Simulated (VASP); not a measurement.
NaF (Villiaumite), 2 atoms in the cell. Symmetry: Fm-3m, No. 225, cubic system. Conventional cell: a = 4.699 Å, b = 4.699 Å, c = 4.699 Å, α = 90.00°, β = 90.00°, γ = 90.00°. Na (site symmetry m-3m) has 6 F at 2.35 Å within 3.1 Å. Within 3.1 Å of F (site symmetry m-3m) lie 6 Na at 2.35 Å. 

| Property | Result |
| --- | --- |
| Program | VASP 6.6.1 |
| Task | single point |
| Functional | PBE |
| Potentials or basis | VASP PAW PBE potentials, release 64 (Na_pv, F) |
| Cutoff | 520 eV |
| k mesh | 8 × 8 × 8 |
| Occupations | fermi-dirac, width 0.02 eV |
| Spin | no spin polarisation |
| Dipole correction | no |
| Further INCAR settings | ALGO = Normal; EDIFF = 1e-06; NBANDS = 14 |

Potentials or basis: VASP PAW PBE potentials, release 64 (Na_pv, F).

Run with:

```bash
$ cat potpaw_PBE.64/Na_pv/POTCAR potpaw_PBE.64/F/POTCAR > POTCAR
$ mpirun -np 1 vasp_std > vasp.out
```

Hardware: 1 thread of Intel(R) Xeon(R) Platinum 8259CL CPU @ 2.50GHz (Skylake/Cascade Lake), with other jobs on the host.

Estimate the wall time of this run.

Wall time 14 s on 1 thread of Intel(R) Xeon(R) Platinum 8259CL CPU @ 2.50GHz (Skylake/Cascade Lake), with other jobs on the host, peak memory 0.15 GiB. Counts: scf iterations 12, k points 29.
